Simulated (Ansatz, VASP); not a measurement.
# Two plane-wave programs on Si3Mo

```
Si Mo
1.0
     3.21685    0.00000    0.00000
     0.00000    3.21685    0.00000
     0.00000    0.00000   24.21299
Si Mo
6 2
Direct
  0.50000 0.50000 0.30886
  0.00000 0.00000 0.36272
  0.00000 0.00000 0.47212
  0.50000 0.50000 0.52788
  0.50000 0.50000 0.63728
  0.00000 0.00000 0.69114
  0.50000 0.50000 0.41788
  0.00000 0.00000 0.58212
```

Alike in both runs: functional PBE; k mesh 11 × 11 × 1; occupations gaussian, width 0.1 eV; no spin polarisation.

Ansatz relaxed the structure, and its values are those at the end. VASP's run is a single point on that final structure, the one shown.

|  | VASP | Ansatz |
| --- | --- | --- |
| version | VASP 6.6.1 | Ansatz 0.2.0 |
| potentials or method | VASP PAW PBE potentials, release 64 (Si, Mo_sv), cutoff 520 eV | scalar-relativistic, plane waves, PAW |
| valence electrons in the cell | 52 | 52 |

|  | VASP | Ansatz | Ansatz less VASP |
| --- | --- | --- | --- |
| gap on the k mesh at the Fermi level (eV) | none | none | - |
| rms of the force components (eV/Å) | 0.005 | 0.002 | -0.0025 |

A gap of «none» marks a metal or a gap that the smearing closes. Ansatz's warnings: xc potential rough in thin density.
